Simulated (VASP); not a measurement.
# CdS (P3m1) in VASP: a series of runs, part 2 of 2

VASP 6.6.1. The steps go on from the part before.

## 5. Relaxation of cell and atoms, revPBE+D3(BJ)

The input, INCAR:

```
PREC     = Accurate       # precision mode
ENCUT    = 550            # plane-wave cutoff, eV
EDIFF    = 1E-7           # SCF threshold, eV
ISMEAR   = -1             # smearing method
SIGMA    = 0.05           # smearing width, eV
LREAL    = F              # projectors in reciprocal space
LASPH    = T              # aspherical terms in the spheres
NELM     = 300            # most SCF steps
ALGO     = All            # electronic algorithm
ISIF     = 3              # what is computed and relaxed
LWAVE    = F              # write WAVECAR
LCHARG   = F              # write CHGCAR
GGA      = RE             # functional
IVDW     = 12             # dispersion correction
IBRION   = 2              # ionic algorithm
NSW      = 60             # ionic steps
EDIFFG   = -0.01          # ionic threshold
GGA_COMPAT= F            
NELMIN   = 4            
ISEARCH  = 1            
KPAR     = 4
```

The input, KPOINTS:

```
regular mesh
0
Gamma
  7 7 5
```

The input, POSCAR:

```
CdS
1.0
    4.2611695877      0.0000000000      0.0000000000
   -2.1305847939      3.6902811128      0.0000000000
    0.0000000000      0.0000000000      5.8041729400
Cd S
1 1
Direct
    0.0000000000      0.0000000000      0.4426919200
    0.6666666667      0.3333333333      0.4343080800
```

Potentials or basis: VASP PAW PBE potentials, release 64 (Cd, S).

Command:

```bash
cat potpaw_PBE.64/Cd/POTCAR potpaw_PBE.64/S/POTCAR > POTCAR
mpirun -np 4 vasp_std > vasp.out
```

OUTCAR:

```text
PREC = Accurate
   ENCUT = 550
   EDIFF = 1E-7
   ISMEAR = -1
   LREAL = F
   LASPH = T
   NELM = 300
   ISIF = 3
   GGA = RE
   IVDW = 12
   IBRION = 2
   NSW = 60
   EDIFFG = -0.01
   NELMIN = 4
 IVDW          = 12

 ion  position               nearest neighbor table
   1  0.000  0.000  0.443-   2 2.46   2 2.46   2 2.46
   2  0.667  0.333  0.434-   1 2.46   1 2.46   1 2.46

  LATTYP: Found a hexagonal cell.
 ALAT       =     4.2611695877
 C/A-ratio  =     1.3621079426

  Lattice vectors:

 A1 = (   4.2611695877,   0.0000000000,   0.0000000000)
 A2 = (  -2.1305847939,   3.6902811128,   0.0000000000)
 A3 = (   0.0000000000,   0.0000000000,   5.8041729400)

Analysis of symmetry for initial positions (statically):
=====================================================================
 Subroutine PRICEL returns:
[... 1062 lines left out ...]
      3      -5.6559      2.00000
      4      -5.4012      2.00000
      5      -5.3674      2.00000
      6      -5.1323      2.00000
      7      -1.1422      2.00000
      8       0.0633      2.00000
      9       1.8154      2.00000
     10       5.1377      0.00000
     11       7.5352      0.00000
     12       9.6410      0.00000
     13       9.8455      0.00000

 [... further k-points ...]

[... ionic steps 4 to 56 ...]

--------------------------------------- Ionic step       57  -------------------------------------------

 number of electron      18.0000001 magnetization

------------------------ aborting loop because EDIFF is reached ----------------------------------------
[... 75 lines left out ...]
--------------------------------------- Ionic step       59  -------------------------------------------

 number of electron      18.0000001 magnetization

 Free energy of the ion-electron system (eV)
  ---------------------------------------------------
  ext. energy  EPLUGINS =         0.00000000
  ---------------------------------------------------
  free energy    TOTEN  =        -4.81936025 eV

  energy without entropy =       -4.81792628  energy(sigma->0) =       -4.81864326

 E-fermi :   3.6750     XC(G=0): -10.2828

 val. band max:        3.5948145112   @ k =   0.0000   0.0000   0.0000
 cond. band min:       4.0967779119   @ k =   0.4286   0.1429   0.4000
 fundamental gap:      0.5019634007
 Fermi energy:         3.6750453875
[... 417 lines left out ...]
  FREE ENERGIE OF THE ION-ELECTRON SYSTEM (eV)
  ---------------------------------------------------
  free  energy   TOTEN  =        -6.2967020115 eV

  energy  without entropy=       -6.2952680477  energy(sigma->0) =       -6.29598503

 reached required accuracy - stopping structural energy minimisation
```

CONTCAR:

```text
CdS
   1.00000000000000
     3.7095785364515579    0.0000000000068160    0.0000000000000117
    -1.8547892682633973    3.2125892499086506   -0.0000000000000097
     0.0000000000000055    0.0000000000000001    3.4238221782828959
  Cd              S
     1     1
Direct
     0.0000000000000000    0.0000000000000000    0.6886263803563606
     0.6666666667000030    0.3333333332999970    0.1883736196436420

  0.00000000E+00  0.00000000E+00  0.00000000E+00
  0.00000000E+00  0.00000000E+00  0.00000000E+00
```

It took 15 min on 4 MPI ranks of Intel Xeon Platinum 8259CL at 2.50GHz (Skylake/Cascade Lake), shared host; peak memory 0.32 GiB.

What came out:

* Free energy: -6.2967 eV
* Relaxed volume: 20.40 Å³/atom
* Relaxed cell: a = 3.710 Å, b = 3.710 Å, c = 3.424 Å, α = 90.00°, β = 90.00°, γ = 120.00°
* Space group after relaxing (to 0.1 Å): P-6m2 (No. 187)
* Pressure after relaxing: 0.0 GPa
* Band gap on the k mesh: 0.03 eV (least direct gap 0.76 eV)
* Dispersion energy per atom: -0.739 eV

Final structure:
```xyz
2
Lattice="3.7096 0.0000 0.0000 -1.8548 3.2126 0.0000 0.0000 0.0000 3.4238" Properties=species:S:1:pos:R:3 pbc="T T T"
Cd    0.0000    0.0000    2.3577
S     1.8548    1.0709    0.6450
```

Levels at points of the mesh, in eV from the valence-band top:
| k point | band 7 | band 8 | band 9 | band 10 | band 11 | band 12 |
| --- | --- | --- | --- | --- | --- | --- |
| (0.00, 0.00, 0.00) | -1.37 | -0.73 | -0.73 | 0.03 | 6.71 | 6.76 |

Caveat: the volume moved by over 15 % at a fixed basis, so the end points are rough; the relaxation moved the vacuum too, so the length across it says nothing of the material; semilocal functionals underestimate gaps, and a narrow one can read as zero; the PAW data sets were made with another functional, which shifts forces and pressure a little.

## 6. Single point, HSE06

This run uses another cell than the first one.

The input, POSCAR:

```
CdS
1.0
    4.1741825350      0.0000000000      0.0000000000
   -2.0870912675      3.6149481154      0.0000000000
    0.0000000000      0.0000000000      5.6856871846
Cd S
1 1
Direct
    0.0000000000      0.0000000000      0.4426919200
    0.6666666667      0.3333333333      0.4343080800
```

The input, INCAR.step1:

```
PREC = Accurate
ENCUT = 470
EDIFF = 1E-5
ISMEAR = -1
SIGMA = 0.05
LREAL = F
LASPH = T
NELM = 120
ALGO = Normal
ISIF = 2
LWAVE = T
GGA = PE
NBANDS = 20
GGA_COMPAT = F
```

The input, INCAR.step2:

```
PREC = Accurate
ENCUT = 470
EDIFF = 1E-6
ISMEAR = -1
SIGMA = 0.05
LREAL = F
LASPH = T
NELM = 120
ALGO = Normal
ISIF = 2
LWAVE = F
LCHARG = T
GGA = PE
LHFCALC = T
HFSCREEN = 0.2079
PRECFOCK = Normal
LELF = T
LVHAR = T
ISTART = 1
NBANDS = 20
GGA_COMPAT = F
```

The input, KPOINTS:

```
regular mesh
0
Gamma
  4 4 4
```

Potentials or basis: VASP PAW PBE potentials, release 64 (Cd_sv_GW, S).

Command:

```bash
cat potpaw_PBE.64/Cd_sv_GW/POTCAR potpaw_PBE.64/S/POTCAR > POTCAR
cp INCAR.step1 INCAR
mpirun -np 1 vasp_std > vasp.out
cp INCAR.step2 INCAR
mpirun -np 1 vasp_std > vasp.out
```

It took 15 min on 1 thread of Intel Xeon 6975P-C (Granite Rapids), shared host; peak memory 0.32 GiB.

The run converged. Its results:

```yaml
Free_energy: -7.1322 eV
Pressure: 0.4 GPa
Band_gap_on_the_k_mesh: 2.60 eV (least direct gap 2.61 eV)
```

Stress tensor (GPa, compression positive):
```
 0.98  0.00  0.00
 0.00  0.98  0.00
 0.00  0.00 -0.80
```

Levels at points of the mesh, in eV from the valence-band top:
| k point | band 11 | band 12 | band 13 | band 14 | band 15 | band 16 |
| --- | --- | --- | --- | --- | --- | --- |
| (0.00, 0.00, 0.00) | -1.49 | -0.01 | -0.01 | 2.60 | 6.38 | 8.12 |
| (0.50, 0.00, 0.00) | -4.08 | -1.55 | -0.44 | 4.86 | 6.11 | 7.71 |
| (0.00, 0.00, 0.50) | -1.74 | 0.00 | 0.00 | 3.04 | 5.87 | 8.19 |
| (0.50, 0.00, 0.50) | -4.05 | -1.54 | -0.58 | 4.99 | 5.11 | 8.60 |

Caveat: the k points lie up to 0.43 Å⁻¹ apart; the PAW data sets were made with another functional, which shifts forces and pressure a little. A k mesh can miss the band edges.

## 7. Summary

```csv
task,level,potentials or basis,spin,cell,k mesh,cutoff (eV),grid for exact exchange (PRECFOCK),share of exact exchange,screening parameter,second try,gap on the mesh (eV),pressure (GPa),relaxed volume (Å³/atom),largest force (eV/Å)
relaxation of cell and atoms,PBEsol-based screened hybrid with 25 % exact exchange,"VASP PAW PBE potentials, release 64 (Cd, S)",off,"relaxed from a = 4.261, b = 4.261, c = 5.804 Å, angles 90.0, 90.0, 120.0°, 2 atoms",4 × 4 × 3,600,Normal,0.25,0.207 1/Å,-,2.54,0.0,44.18,0.01
relaxation of cell and atoms,revPBE,"VASP PAW PBE potentials, release 64 (Cd_sv_GW, S)",off,"relaxed from a = 4.261, b = 4.261, c = 5.804 Å, angles 90.0, 90.0, 120.0°, 2 atoms",7 × 7 × 5,630,-,-,-,-,1.55,0.0,46.07,-
single point,LDA,"VASP PAW LDA potentials, release 64 (Cd_sv_GW, S)","non-collinear, zero start, SOC","a = 4.261, b = 4.261, c = 5.804 Å, angles 90.0, 90.0, 120.0°, 2 atoms",5 × 5 × 4,630,-,-,-,-,-,-2.5,-,0.02
relaxation of cell and atoms,revPBE+D3(BJ),"VASP PAW PBE potentials, release 64 (Cd, S)",off,"relaxed from a = 4.261, b = 4.261, c = 5.804 Å, angles 90.0, 90.0, 120.0°, 2 atoms",7 × 7 × 5,550,-,-,-,not_converged,0.03,0.0,20.40,-
single point,HSE06,"VASP PAW PBE potentials, release 64 (Cd_sv_GW, S)",off,"a = 4.174, b = 4.174, c = 5.686 Å, angles 90.0, 90.0, 120.0°, 2 atoms",4 × 4 × 4,470,Normal,0.25,0.2079 1/Å,-,2.60,0.4,-,-
```

Alike in all rows: smearing fermi-dirac 0.05 eV.

Caveats: some runs use coarse meshes; the PAW data sets were made with another functional, which shifts forces and pressure a little (at least some runs); the relaxation moved the vacuum too, so the length across it says nothing of the material (at least some runs); the volume moved by over 15 % at a fixed basis, so the end points are rough (at least some runs); semilocal functionals underestimate gaps, and a narrow one can read as zero (at least some runs).

Total energies depend on the potentials used, so only differences within one code and one set of settings carry meaning.

The gap in the log of VASP goes by the Fermi energy; the results here count the filled bands.